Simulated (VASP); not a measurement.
The system is K2Be2Pt.

```
CELL_PARAMETERS angstrom
5.30553 0.00000 0.00000
-2.65277 4.59473 0.00000
0.00000 0.00000 4.79013
ATOMIC_POSITIONS crystal
K 0.33333 0.66667 0.50000
K 0.66667 0.33333 0.50000
Be 0.33333 0.66667 0.00000
Be 0.66667 0.33333 0.00000
Pt 0.00000 0.00000 0.50000
```

The cell was generated, and may not be a known phase.

* Program: VASP 6.6.1
* Task: relaxation of cell and atoms
* Functional: PBE
* Potentials or basis: VASP PAW PBE potentials, release 64 (K_sv, Be, Pt)
* Cutoff: 600 eV
* k mesh: 6 × 6 × 4
* Occupations: gaussian, width 0.1 eV
* Spin: no spin polarisation

At the start: pressure 6.0 GPa; volume 23.35 Å³/atom.

Question: Where does the relaxation end?

Answer: Over 9 steps the energy falls by 419.7 meV/atom and the volume is 32.59 Å³/atom (+39.6 %); space group P6/mmm (No. 191, to 0.1 Å) before and after.

The path:
```csv
step,energy change (eV),largest force (eV/Å),pressure (GPa),volume (Å³)
1,0.0000,0.0000,5.98,116.77
2,-1.5537,0.0000,2.83,131.08
3,-1.9627,0.0000,1.73,141.10
4,-1.9690,0.0000,1.22,159.82
5,-2.0335,0.0000,1.21,153.33
6,-2.0454,0.0000,1.30,149.32
7,-2.0451,0.0000,1.28,150.20
8,-2.0914,0.0000,0.44,157.61
9,-2.0985,0.0000,-0.05,162.97
```

Final structure:
```
K Be Pt
1.0
     5.32402    0.00000    0.00000
    -2.66201    4.61074    0.00000
     0.00000    0.00000    6.63895
K Be Pt
2 2 1
Direct
  0.33333 0.66667 0.50000
  0.66667 0.33333 0.50000
  0.33333 0.66667 0.00000
  0.66667 0.33333 0.00000
  0.00000 0.00000 0.50000
```

Caveat: the volume moved by over 15 % at a fixed basis, so the end points are rough.
